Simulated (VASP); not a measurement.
TaH, 2 atoms in the cell. Symmetry: F-43m, No. 216, cubic system. Conventional cell: a = 4.421 Å, b = 4.421 Å, c = 4.421 Å, α = 90.00°, β = 90.00°, γ = 90.00°. Within 2.5 Å of Ta (site symmetry -43m) lie 4 H at 1.91 Å. Within 2.5 Å of H (site symmetry -43m) lie 4 Ta at 1.91 Å. 

```yaml
Program: VASP 6.6.1
Task: single point
Functional: PBE
Potentials_or_basis: VASP PAW PBE potentials, release 64 (Ta_pv, H)
Cutoff: 500 eV
k_mesh: 6 × 6 × 6
Occupations: gaussian, width 0.1 eV
Spin: no spin polarisation
Dipole_correction: no
Further_INCAR_settings: ALGO = Normal; EDIFF = 1e-06; NBANDS = 13
```

Potentials or basis: VASP PAW PBE potentials, release 64 (Ta_pv, H).

Run with:

```console
$ cat potpaw_PBE.64/Ta_pv/POTCAR potpaw_PBE.64/H/POTCAR > POTCAR
$ mpirun -np 1 vasp_std > vasp.out
```

Hardware: 1 thread of AMD EPYC 7R43 64-Core Processor (Zen 3) (shared host).

**Question.** Estimate the wall time of this run.

**Answer.** Run time: 9.6 s on 1 thread of AMD EPYC 7R43 64-Core Processor (Zen 3), with other jobs on the host, peak memory 0.1 GiB. Counts: scf iterations 11, k points 16.
